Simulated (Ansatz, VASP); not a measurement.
**Two plane-wave programs on Na4H**

INCAR

```
SYSTEM = Na4H
ALGO = Normal
DIPOL = 0.5 0.5 0.295
EDIFF = 1E-6
ENCUT = 400
GGA = PE
GGA_COMPAT = .False.
IDIPOL = 3
ISIF = 2
ISMEAR = 0
LASPH = .True.
LCHARG = .False.
LDIPOL = .True.
LREAL = .False.
LWAVE = .False.
NBANDS = 40
NELM = 120
NELMDL = -8
PREC = Accurate
SIGMA = 0.1
```

File KPOINTS:

```
k-points
0
Gamma
  4 4 1
  0 0 0
```

Contents of POSCAR:

```
Na4H
1.0
    7.2665054626      0.0000000000      0.0000000000
   -2.4221684875      6.8509270508      0.0000000000
    0.0000000000      0.0000000000     20.9665384335
Na H
8 2
Direct
    0.2500000000      0.2500000000      0.1907801811
    0.2500000000      0.7500000000      0.1907801811
    0.7500000000      0.2500000000      0.1907801811
    0.7500000000      0.7500000000      0.1907801811
    0.0000000000      0.0000000000      0.3322693660
    0.0000000000      0.5000000000      0.3322693660
    0.5000000000      0.0000000000      0.3322693660
    0.5000000000      0.5000000000      0.3322693660
    0.1034313189      0.3333333333      0.4300442089
    0.2299020144      0.3333333333      0.4300442089
```

Input for Ansatz:

```yaml
crystal:
  lattice:
    - [7.2665054626, 0.0, 0.0]
    - [-2.4221684875, 6.8509270508, 0.0]
    - [0.0, 0.0, 20.9665384335]
  atoms:
    - { symbol: Na, position: [0.25, 0.25, 0.1907801811] }
    - { symbol: Na, position: [0.25, 0.75, 0.1907801811] }
    - { symbol: Na, position: [0.75, 0.25, 0.1907801811] }
    - { symbol: Na, position: [0.75, 0.75, 0.1907801811] }
    - { symbol: Na, position: [0.0, 0.0, 0.332269366] }
    - { symbol: Na, position: [0.0, 0.5, 0.332269366] }
    - { symbol: Na, position: [0.5, 0.0, 0.332269366] }
    - { symbol: Na, position: [0.5, 0.5, 0.332269366] }
    - { symbol: H, position: [0.1034313189, 0.3333333333, 0.4300442089] }
    - { symbol: H, position: [0.2299020144, 0.3333333333, 0.4300442089] }
basis:
  ecutwfc: 420
kpoints:
  mp_grid: { grid: [4, 4, 1] }
hamiltonian:
  xc: pbe
scf:
  occupations: { method: gaussian, width: 0.1 }
output:
  forces: true
  eigenvalues: true
efield:
  axis: 3
  dipole_correction: true
  ramp_width: 0.04
```

Alike in both runs: task single point; functional PBE; k mesh 4 × 4 × 1; occupations gaussian, width 0.1 eV; no spin polarisation.

|  | VASP | Ansatz |
| --- | --- | --- |
| version | VASP 6.6.1 | Ansatz 0.2.0 |
| potentials or method | VASP PAW PBE potentials, release 64 (Na_pv, H), cutoff 400 eV | scalar-relativistic, plane waves, PAW |
| valence electrons in the cell | 58 | 74 |

|  | VASP | Ansatz | Ansatz less VASP |
| --- | --- | --- | --- |
| gap on the k mesh at the Fermi level (eV) | none | none | - |
| rms of the force components (eV/Å) | 0.780 | 0.790 | +0.0107 |

Atom by atom the forces differ by 0.011 eV/Å (rms over components). A gap of «none» marks a metal or a gap that the smearing closes. The functional is the same, so the differences come from potentials, cutoffs and numerics. VASP's potentials hold 58 valence electrons a cell and Ansatz's 74, so a difference there can come from the potentials and not from the codes.
